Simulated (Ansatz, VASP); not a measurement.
**CoSi: VASP beside Ansatz**

```
Co Si
1.0
     4.38591    0.00000    0.00000
     0.00000    4.38591    0.00000
     0.00000    0.00000    4.38591
Co Si
4 4
Cartesian
  0.6383 0.6383 0.6383
  1.5547 3.7476 2.8312
  2.8312 1.5547 3.7476
  3.7476 2.8312 1.5547
  3.6985 3.6985 3.6985
  2.8804 0.6874 1.5055
  1.5055 2.8804 0.6874
  0.6874 1.5055 2.8804
```

Alike in both runs: functional PBEsol; k mesh 8 × 8 × 8; occupations gaussian, width 0.1 eV; no spin polarisation.

Ansatz relaxed the structure, and its values are those at the end. VASP's run is a single point on that final structure, the one shown.

|  | VASP | Ansatz |
| --- | --- | --- |
| version | VASP 6.6.1 | Ansatz 0.2.0 |
| potentials or method | VASP PAW PBE potentials, release 64 (Co, Si), cutoff 520 eV | scalar-relativistic, plane waves, PAW |
| valence electrons in the cell | 52 | 84 |

|  | VASP | Ansatz | Ansatz less VASP |
| --- | --- | --- | --- |
| gap on the k mesh at the Fermi level (eV) | none | none | - |
| pressure (GPa) | 0.2 | 0.0 | -0.22 |
| rms of the force components (eV/Å) | 0.007 | 0.003 | -0.0037 |

VASP's potentials were made for PBE, not for PBEsol. A gap of «none» marks a metal or a gap that the smearing closes. VASP's potentials hold 52 valence electrons a cell and Ansatz's 84, so a difference there can come from the potentials and not from the codes.
